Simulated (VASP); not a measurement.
The system is Be3S2.

```
Be S
1.0
     2.30012    0.00000    0.00000
     0.00000    2.30012    0.00000
     0.00000    0.00000    6.90035
Be S
3 2
Direct
  0.00000 0.00000 0.66667
  0.00000 0.00000 0.00000
  0.00000 0.00000 0.33333
  0.50000 0.50000 0.83333
  0.50000 0.50000 0.16667
```

* Program: VASP 6.6.1
* Task: relaxation of cell and atoms
* Functional: PBE
* Potentials or basis: VASP PAW PBE potentials, release 64 (Be, S)
* Cutoff: 600 eV
* k mesh: 8 × 8 × 4
* Occupations: gaussian, width 0.1 eV
* Spin: no spin polarisation

At the start: pressure 135.2 GPa; volume 7.30 Å³/atom.

Where does the relaxation end?

Over 15 steps the energy falls by 1996.0 meV/atom and the volume is 12.56 Å³/atom (+72.0 %); space group P4/mmm (No. 123, to 0.05 Å).

The path:
| step | energy change (eV) | largest force (eV/Å) | pressure (GPa) | volume (Å³) |
| --- | --- | --- | --- | --- |
| 1 | 0.0000 | 4.2609 | 135.19 | 36.51 |
| 2 | -8.0746 | 0.5538 | -10.97 | 79.59 |
| 3 | -8.5776 | 0.9308 | 1.41 | 63.45 |
| 4 | -8.5965 | 0.7750 | -2.68 | 66.67 |
| 5 | -8.6001 | 0.8116 | -1.74 | 65.86 |
| 6 | -9.1132 | 0.9474 | -1.68 | 65.61 |
| 7 | -9.4015 | 1.4287 | -0.99 | 64.64 |
| 8 | -9.8019 | 0.8805 | -1.60 | 63.65 |
| 9 | -9.9088 | 0.3288 | 0.03 | 62.16 |
| 10 | -9.9434 | 0.2569 | -0.70 | 62.61 |
| 11 | -9.9443 | 0.2829 | -0.81 | 62.68 |
| 12 | -9.9640 | 0.1658 | 1.22 | 61.87 |
| 13 | -9.9767 | 0.1263 | 0.32 | 62.19 |
| 14 | -9.9790 | 0.0802 | -0.05 | 62.49 |
| 15 | -9.9798 | 0.0383 | -0.41 | 62.78 |

Final structure:
```xyz
5
Lattice="3.0502 0.0000 0.0000 0.0000 3.0502 0.0000 0.0000 0.0000 6.7482" Properties=species:S:1:pos:R:3 pbc="T T T"
Be    0.0000    0.0000    4.5313
Be    0.0000    0.0000    0.0000
Be    0.0000    0.0000    2.2168
S     1.5251    1.5251    5.1484
S     1.5251    1.5251    1.5998
```

Caveat: the volume moved by over 15 % at a fixed basis, so the end points are rough.
